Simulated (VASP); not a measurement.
# SrTiO3 (P4mm) in VASP: further runs

Runs on SrTiO3. Level: PBE. Tasks: single point.

Everything below comes from runs of VASP 6.6.1. Logs are shortened: lines on timing, memory, paths and dates and some standing lists are left out, and cuts for length are marked.

**1. The cell of the first run**

Symmetry: P4mm, No. 99, tetragonal system. The conventional cell has a = 3.936 Å, b = 3.936 Å, c = 3.936 Å, α = 90.00°, β = 90.00°, γ = 90.00°. Within 3.6 Å of Sr (site symmetry 4mm) lie 12 O at 2.71 to 2.85 Å and 8 Ti at 3.38 to 3.44 Å. Within 2.4 Å of Ti (site symmetry 4mm) lie 6 O at 1.81 to 2.13 Å. Within 2.6 Å of O (site symmetry 2mm) lie 2 Ti at 1.97 Å. O (site symmetry 4mm) has 2 Ti at 1.81 to 2.13 Å within 2.4 Å.

**2. Single point, PBE (atoms displaced along a vibrational mode)**

Contents of INCAR:

```
PREC     = Accurate       # precision mode
ENCUT    = 520            # plane-wave cutoff, eV
EDIFF    = 1E-6           # SCF threshold, eV
ISMEAR   = 0              # smearing method
SIGMA    = 0.05           # smearing width, eV
LREAL    = False          # projectors in reciprocal space
LASPH    = True           # aspherical terms in the spheres
NELM     = 100            # most SCF steps
ALGO     = Normal         # electronic algorithm
ISIF     = 2              # what is computed and relaxed
LWAVE    = False          # write WAVECAR
LCHARG   = False          # write CHGCAR
GGA      = PE             # functional
NBANDS   = 51             # bands
```

Contents of KPOINTS:

```
Automatic mesh
0
Gamma
  6 6 6
```

Contents of POSCAR:

```
SrTiO3
1.0
   -3.9364035682      0.0000000000     -3.9364035682
    0.0000000000     -3.9364035682     -3.9364035682
   -3.9364035682     -3.9364035682      0.0000000000
Sr Ti O
2 2 6
Direct
    0.0017581217      0.0017581217     -0.0017581217
    0.5017581217      0.5017581217      0.4982418783
    0.2581726751      0.2581726751      0.2418273249
    0.7581726751      0.7581726751      0.7418273249
   -0.0108478664      0.4891521336      0.0108478664
    0.4891521336     -0.0108478664      0.5108478664
   -0.0108478664      0.4891521336      0.5108478664
    0.4891521336     -0.0108478664      0.0108478664
   -0.0123844009     -0.0123844009      0.5123844009
    0.4876155991      0.4876155991      0.0123844009
```

Potentials or basis: VASP PAW PBE potentials, release 64 (Sr_sv, Ti_sv, O).

Launch:

```bash
> cat potpaw_PBE.64/Sr_sv/POTCAR potpaw_PBE.64/Ti_sv/POTCAR potpaw_PBE.64/O/POTCAR > POTCAR
> mpirun -np 1 vasp_std > vasp.out
```

OUTCAR:

```text
PREC = Accurate
   ENCUT = 520
   EDIFF = 1E-6
   ISMEAR = 0
   LREAL = False
   LASPH = True
   NELM = 100
   ISIF = 2
   GGA = PE

 ion  position               nearest neighbor table
   1  0.002  0.002  0.998-   5 2.71   6 2.71   7 2.71   8 2.71   9 2.79   9 2.79  10 2.79  10 2.79
                             7 2.85   6 2.85   8 2.85   5 2.85   3 3.38   3 3.38   4 3.38   4 3.38
   2  0.502  0.502  0.498-   5 2.71   6 2.71   7 2.71   8 2.71  10 2.79  10 2.79   9 2.79   9 2.79
                             8 2.85   5 2.85   7 2.85   6 2.85   4 3.38   4 3.38   3 3.38   3 3.38
   3  0.258  0.258  0.242-  10 1.81   6 1.97   7 1.97   8 1.97   5 1.97   9 2.13   1 3.38   1 3.38
                             2 3.38   2 3.38   1 3.44   2 3.44   2 3.44   1 3.44
   4  0.758  0.758  0.742-   9 1.81   6 1.97   7 1.97   8 1.97   5 1.97  10 2.13   2 3.38   2 3.38
                             1 3.38   1 3.38   2 3.44   1 3.44   1 3.44   2 3.44
   5  0.989  0.489  0.011-   3 1.97   4 1.97   1 2.71   2 2.71   2 2.85   1 2.85
   6  0.489  0.989  0.511-   3 1.97   4 1.97   1 2.71   2 2.71   1 2.85   2 2.85
   7  0.989  0.489  0.511-   3 1.97   4 1.97   1 2.71   2 2.71   2 2.85   1 2.85
   8  0.489  0.989  0.011-   3 1.97   4 1.97   1 2.71   2 2.71   1 2.85   2 2.85
   9  0.988  0.988  0.512-   4 1.81   3 2.13   1 2.79   2 2.79   2 2.79   1 2.79
  10  0.488  0.488  0.012-   3 1.81   4 2.13   2 2.79   1 2.79   1 2.79   2 2.79

  LATTYP: Found a face centered cubic cell.
 ALAT       =     7.8728071364

  Lattice vectors:

 A1 = (  -3.9364035682,   0.0000000000,  -3.9364035682)
 A2 = (   0.0000000000,  -3.9364035682,  -3.9364035682)
 A3 = (  -3.9364035682,  -3.9364035682,   0.0000000000)

Analysis of symmetry for initial positions (statically):
=====================================================================
 Subroutine PRICEL returns following result:

  LATTYP: Found a simple cubic cell.
 ALAT       =     3.9364035682

  Lattice vectors:

 A1 = (   0.0000000000,   3.9364035682,   0.0000000000)
 A2 = (   0.0000000000,   0.0000000000,  -3.9364035682)
 A3 = (  -3.9364035682,   0.0000000000,   0.0000000000)

   2 primitive cells build up your supercell.

 Routine SETGRP: Setting up the symmetry group for a
 face centered cubic supercell.

 Subroutine GETGRP returns: Found  8 space group operations
 (whereof  8 operations were pure point group operations)
 out of a pool of 48 trial point group operations.

The static configuration has the point symmetry C_4v.

Analysis of symmetry for dynamics (positions and initial velocities):
=====================================================================
 Subroutine PRICEL returns following result:

  LATTYP: Found a simple cubic cell.
 ALAT       =     3.9364035682

  Lattice vectors:

 A1 = (   0.0000000000,   3.9364035682,   0.0000000000)
 A2 = (   0.0000000000,   0.0000000000,  -3.9364035682)
 A3 = (  -3.9364035682,   0.0000000000,   0.0000000000)

   2 primitive cells build up your supercell.

 Routine SETGRP: Setting up the symmetry group for a
 face centered cubic supercell.

 Subroutine GETGRP returns: Found  8 space group operations
 (whereof  8 operations were pure point group operations)
 out of a pool of 48 trial point group operations.

The dynamic configuration has the point symmetry C_4v.

 Subroutine INISYM returns: Found  8 space group operations
 (whereof  8 operations are pure point group operations),
 and found     2 'primitive' translations

----------------------------------------------------------------------------------------

                                     Primitive cell

  volume of cell :      60.9956

  direct lattice vectors                    reciprocal lattice vectors
     0.000000000  3.936403568  0.000000000     0.000000000  0.254038993  0.000000000
     0.000000000  0.000000000 -3.936403568     0.000000000  0.000000000 -0.254038993
    -3.936403568  0.000000000  0.000000000    -0.254038993  0.000000000  0.000000000

  length of vectors
     3.936403568  3.936403568  3.936403568     0.254038993  0.254038993  0.254038993

  position of ions in fractional coordinates (direct lattice)
     1.000000000  0.003516243  0.000000000
     0.500000000  0.516345350  0.500000000
     0.500000000  0.478304267  0.000000000
     1.000000000  0.478304267  0.500000000
     0.500000000  0.975231198  0.500000000

  ion indices of the primitive-cell ions
   primitive index   ion index
                 1           1
                 2           4
                 3           5
                 4           8
                 5           9

----------------------------------------------------------------------------------------

 KPOINTS: Automatic mesh

Automatic generation of k-mesh.
 Grid dimensions read from file:
 generate k-points for:    6    6    6

 Generating k-lattice:

  Cartesian coordinates                     Fractional coordinates (reciprocal lattice)
    -0.021169916  0.021169916 -0.021169916     0.166666667  0.000000000  0.000000000
     0.021169916 -0.021169916 -0.021169916     0.000000000  0.166666667  0.000000000
    -0.021169916 -0.021169916  0.021169916     0.000000000  0.000000000  0.166666667

  Length of vectors
     0.036667370  0.036667370  0.036667370

  Shift w.r.t. Gamma in fractional coordinates (k-lattice)
     0.000000000  0.000000000  0.000000000

 Subroutine IBZKPT returns following result:
 ===========================================

 Found     30 irreducible k-points:

 Following reciprocal coordinates:
            Coordinates               Weight
  0.000000  0.000000  0.000000      1.000000
  0.166667  0.000000  0.000000      8.000000
  0.333333  0.000000  0.000000      8.000000
  0.500000  0.000000  0.000000      4.000000
  0.166667  0.166667  0.000000      2.000000
  0.000000  0.166667  0.166667      4.000000
[... 16 lines left out ...]
  0.500000  0.333333  0.166667      8.000000
  0.166667  0.500000  0.333333      8.000000
 [... further k-points ...]
   k-points           NKPTS =     30   k-points in BZ     NKDIM =     30   number of bands    NBANDS=     51
   number of dos      NEDOS =    301   number of ions     NIONS =     10
   total plane-waves  NPLWV =  74088
   dimension x,y,z NGX =    42 NGY =   42 NGZ =   42
   dimension x,y,z NGXF=    84 NGYF=   84 NGZF=   84
   ions per type =               2   2   6
   NGX,Y,Z   is equivalent  to a cutoff of  12.54, 12.54, 12.54 a.u.
   NGXF,Y,Z  is equivalent  to a cutoff of  25.09, 25.09, 25.09 a.u.
 SYSTEM =  unknown system
   PREC   = accura    normal or accurate (medium, high low for compatibility)
   ISTART =      0    job   : 0-new  1-cont  2-samecut
   ICHARG =      2    charge: 1-file 2-atom 10-const
   ISPIN  =      1    spin polarized calculation?
   LNONCOLLINEAR =      F non collinear calculations
   LSORBIT =      F    spin-orbit coupling
   LASPH  =      T    aspherical Exc in radial PAW
   ENCUT  =  520.0 eV  38.22 Ry    6.18 a.u.  10.35 10.35 10.35*2*pi/ulx,y,z
   NELM   =    100;   NELMIN=  2; NELMDL= -5     # of ELM steps
   EDIFF  = 0.1E-05   stopping-criterion for ELM
   LREAL  =      F    real-space projection
   EDIFFG = 0.1E-04   stopping-criterion for IOM
   NSW    =      0    number of steps for IOM
   IBRION =     -1    ionic relax: 0-MD 1-quasi-New 2-CG
   NFREE  =      0    steps in history (QN), initial steepest desc. (CG)
   ISIF   =      2    stress and relaxation
   ISYM   =      2    0-nonsym 1-usesym 2-fastsym
   POTIM  = 0.5000    time-step for ionic-motion
   TEBEG  =    0.0;   TEEND  =   0.0 temperature during run
   PSTRESS=    0.0 pullay stress
   NELECT =      80.0000    total number of electrons
   NUPDOWN=      -1.0000    fix difference up-down
   EMIN   =  10.00;   EMAX   =-10.00  energy-range for DOS
   EFERMI =   0.00;   METHOD = LEGACY
   ISMEAR =     0;   SIGMA  =   0.05  broadening in eV -4-tet -1-fermi 0-gaus
   EFERMI_NEDOS =   21; number of points for ismear=-14 and -15
   IALGO  =     38    algorithm
   IMIX   =      4    mixing-type and parameters
     AMIX     =   0.40;   BMIX     =  1.00
     AMIX_MAG =   1.60;   BMIX_MAG =  1.00
  volume/ion in A,a.u.               =      12.20        82.32
  Fermi-wavevector in a.u.,A,eV,Ry     =   1.422313  2.687782 27.524240  2.022975
  Thomas-Fermi vector in A             =   2.543030
   LORBIT       =      0    0 simple, 1 ext, 2 COOP (PROOUT), +10 PAW based schemes
   GGA     = PE    functional components
   LHFCALC =     F    Hartree Fock is set to
   AEXX    =    0.0000 exact exchange contribution
   IVDW    =     0    specifies the selected vdW correction
   LEPSILON=     F    determine dielectric tensor
   LRPA    =     F    only Hartree local field effects (RPA)
 non-spin polarized calculation
 Gauss-broadening in eV      SIGMA  =   0.05
  energy-cutoff  :      520.00
  volume of cell :      121.99
 maximum number of plane-waves:      3306
 NGX is ok and might be reduce to    42
   NGX = 21   NGY = 21   NGZ = 21

 number of electron      80.0000023 magnetization

 Free energy of the ion-electron system (eV)
  ---------------------------------------------------
  ext. energy  EPLUGINS =         0.00000000
  ---------------------------------------------------
  free energy    TOTEN  =       -80.17464574 eV

  energy without entropy =      -80.17464574  energy(sigma->0) =      -80.17464574

 E-fermi :   4.3440     XC(G=0): -11.1347

 val. band max:        4.0226931794   @ k =   0.0000   0.0000   0.0000
 cond. band min:       5.9008146889   @ k =   0.0000   0.0000   0.0000
 fundamental gap:      1.8781215095
 Fermi energy:         4.3439580787

 k-point     1 :       0.0000    0.0000    0.0000
  band No.  band energies     occupation
      1     -52.4352      2.00000
      2     -52.4312      2.00000
      3     -28.9082      2.00000
      4     -28.8530      2.00000
      5     -28.8106      2.00000
      6     -28.7499      2.00000
[... 43 lines left out ...]
     50       9.3673      0.00000
     51       9.9267      0.00000
[... 1240 lines left out ...]
     50      10.9233      0.00000
     51      11.1596      0.00000

 [... further k-points ...]

------------------------ aborting loop because EDIFF is reached ----------------------------------------

  FORCE on cell =-STRESS in cart. coord.  units (eV):
  Direction    XX          YY          ZZ          XY          YZ          ZX
  --------------------------------------------------------------------------------------
  -------------------------------------------------------------------------------------
  Total        0.6464034      0.6464034      4.1337756      0.0000000      0.0000000      0.0000000
  in kB        8.4895641      8.4895641     54.2910993      0.0000000      0.0000000      0.0000000
  external PRESSURE =      23.7567425 kB  Pullay stress =       0.0000000 kB

 VOLUME and BASIS-vectors are now :
 -----------------------------------------------------------------------------
  energy-cutoff  :      520.00
  volume of cell :      121.99
      direct lattice vectors                 reciprocal lattice vectors
    -3.936403568  0.000000000 -3.936403568    -0.127019497  0.127019497 -0.127019497
     0.000000000 -3.936403568 -3.936403568     0.127019497 -0.127019497 -0.127019497
    -3.936403568 -3.936403568  0.000000000    -0.127019497 -0.127019497  0.127019497

 POSITION                                       TOTAL-FORCE (eV/Angst)
 -----------------------------------------------------------------------------------
     -3.93640     -3.93640     -0.01384         0.000000      0.000000     -0.096545
     -3.93640     -3.93640     -3.95024         0.000000      0.000000     -0.096545
     -1.96820     -1.96820     -2.03254         0.000000      0.000000      0.627927
     -5.90461     -5.90461     -5.96895         0.000000      0.000000      0.627927
     -3.93640     -1.96820     -5.81920         0.000000      0.000000      0.014177
     -3.93640     -5.90461     -5.81920         0.000000      0.000000      0.014177
     -5.90461     -3.93640     -5.81920         0.000000      0.000000      0.014177
     -1.96820     -3.93640     -5.81920         0.000000      0.000000      0.014177
     -5.90461     -5.90461     -7.77531         0.000000      0.000000     -0.559736
     -1.96820     -1.96820     -3.83890         0.000000      0.000000     -0.559736
 -----------------------------------------------------------------------------------
    total drift:                               -0.000001     -0.000001      0.000360

  FREE ENERGIE OF THE ION-ELECTRON SYSTEM (eV)
  ---------------------------------------------------
  free  energy   TOTEN  =       -80.1746457408 eV

  energy  without entropy=      -80.1746457408  energy(sigma->0) =      -80.17464574
```

Run time: 3.4 min. Hardware: 1 thread of Intel Xeon Platinum 8488C (Sapphire Rapids), shared host; peak memory 0.35 GiB.

What came out:

```
Free energy            : -80.1746 eV
Pressure               : 2.4 GPa
Largest force          : 0.628 eV/Å
Band gap on the k mesh : 1.88 eV
```

Forces in eV/Å, atoms in the order of the input:
```
Sr   0.000  0.000 -0.097
Sr   0.000  0.000 -0.097
Ti   0.000  0.000  0.628
Ti   0.000  0.000  0.628
O    0.000  0.000  0.014
O    0.000  0.000  0.014
O    0.000  0.000  0.014
O    0.000  0.000  0.014
O    0.000  0.000 -0.560
O    0.000  0.000 -0.560
```

Stress tensor (GPa, compression positive):
```
0.85 0.00 0.00
0.00 0.85 0.00
0.00 0.00 5.43
```

Caveat: the cell differs from its parent crystal (atoms displaced along a vibrational mode). A k mesh can miss the band edges.

**3. Single point, PBE (atoms displaced along a vibrational mode)**

Contents of INCAR:

```
  ALGO = Normal
  EDIFF = 1E-7
  ENCUT = 520
  GGA = PE
  ISIF = 2
  ISMEAR = 0
  LASPH = T
  LCHARG = T
  LELF = T
  LREAL = F
  LVHAR = T
  LWAVE = F
  NBANDS = 51
  NELM = 100
  PREC = Accurate
  SIGMA = 0.05
```

Contents of KPOINTS:

```
k-points
0
Gamma
  6 6 6
```

Contents of POSCAR:

```
SrTiO3
1.0
   -3.9364035682      0.0000000000     -3.9364035682
    0.0000000000     -3.9364035682     -3.9364035682
   -3.9364035682     -3.9364035682      0.0000000000
Sr Ti O
2 2 6
Direct
    0.0005860406      0.0005860406     -0.0005860406
    0.5005860406      0.5005860406      0.4994139594
    0.2527242250      0.2527242250      0.2472757750
    0.7527242250      0.7527242250      0.7472757750
   -0.0036159555      0.4963840445      0.0036159555
    0.4963840445     -0.0036159555      0.5036159555
   -0.0036159555      0.4963840445      0.5036159555
    0.4963840445     -0.0036159555      0.0036159555
   -0.0041281336     -0.0041281336      0.5041281336
    0.4958718664      0.4958718664      0.0041281336
```

Potentials or basis: VASP PAW PBE potentials, release 64 (Sr_sv, Ti_sv, O).

Launch:

```bash
> cat potpaw_PBE.64/Sr_sv/POTCAR potpaw_PBE.64/Ti_sv/POTCAR potpaw_PBE.64/O/POTCAR > POTCAR
> mpirun -np 1 vasp_std > vasp.out
```

Wall time 3.1 min (1 thread of Intel Xeon Platinum 8488C (Sapphire Rapids), shared host); peak memory 0.35 GiB.

The run converged. Its results:

| Property | Result |
| --- | --- |
| Free energy | -80.2094 eV |
| Pressure | 0.8 GPa |
| Largest force | 0.028 eV/Å |
| Band gap on the k mesh | 1.82 eV |

Forces on the atoms (eV/Å):
```
Sr   0.000  0.000 -0.026
Sr   0.000  0.000 -0.026
Ti   0.000  0.000 -0.021
Ti   0.000  0.000 -0.021
O    0.000  0.000  0.028
O    0.000  0.000  0.028
O    0.000  0.000  0.028
O    0.000  0.000  0.028
O    0.000  0.000 -0.009
O    0.000  0.000 -0.009
```

Stress tensor (GPa, compression positive):
```
0.64 0.00 0.00
0.00 0.64 0.00
0.00 0.00 1.12
```

Levels at points of the mesh, in eV from the valence-band top:
```
           k point  band 37  band 38  band 39  band 40  band 41  band 42  band 43  band 44
(0.00, 0.00, 0.00)    -0.41    -0.02    -0.02     0.00     1.82     1.88     1.88     4.15
(0.50, 0.00, 0.00)    -0.91    -0.91    -0.61    -0.61     3.24     3.24     3.31     3.31
(0.50, 0.50, 0.00)    -1.57    -0.73    -0.73    -0.09     1.98     3.67     3.67     3.68
(0.00, 0.50, 0.50)    -1.54    -0.79    -0.76    -0.11     2.03     3.66     3.67     3.67
```

Caveat: the cell differs from its parent crystal (atoms displaced along a vibrational mode).
